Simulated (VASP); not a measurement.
Here is a VASP 6.6.1 calculation.

INCAR

```
PREC = Accurate
ENCUT = 520
EDIFF = 1E-7
ISMEAR = 0
SIGMA = 0.05
LREAL = False
LASPH = True
NELM = 100
ALGO = Normal
ISIF = 2
LWAVE = False
LCHARG = False
GGA = PE
NBANDS = 16
```

Contents of KPOINTS:

```
Automatic mesh
0
Gamma
  8 8 8
```

POSCAR

```
HfMg3
1.0
    4.4351854621      0.0000000000      0.0000000000
    0.0000000000      4.4351854621      0.0000000000
    0.0000000000      0.0000000000      4.4351854621
Hf Mg
1 3
Direct
    0.0000000000      0.0000000000      0.0000000000
    0.0000000000      0.5000000000      0.5000000000
    0.5000000000      0.5000000000      0.0000000000
    0.5000000000      0.0000000000      0.5000000000
```

Potentials or basis: VASP PAW PBE potentials, release 64 (Hf_pv, Mg).

Launch:

```console
$ cat potpaw_PBE.64/Hf_pv/POTCAR potpaw_PBE.64/Mg/POTCAR > POTCAR
$ mpirun -np 1 vasp_std > vasp.out
```

Problem. Predict the band gap on the k mesh.

Solution. Zero (bands 8 and 9 overlap by 1.44 eV).

Problem. What does it give for the pressure?

Solution. -0.1 GPa.

Caveat: spin-orbit coupling is left out, which moves the levels of the heavy elements.
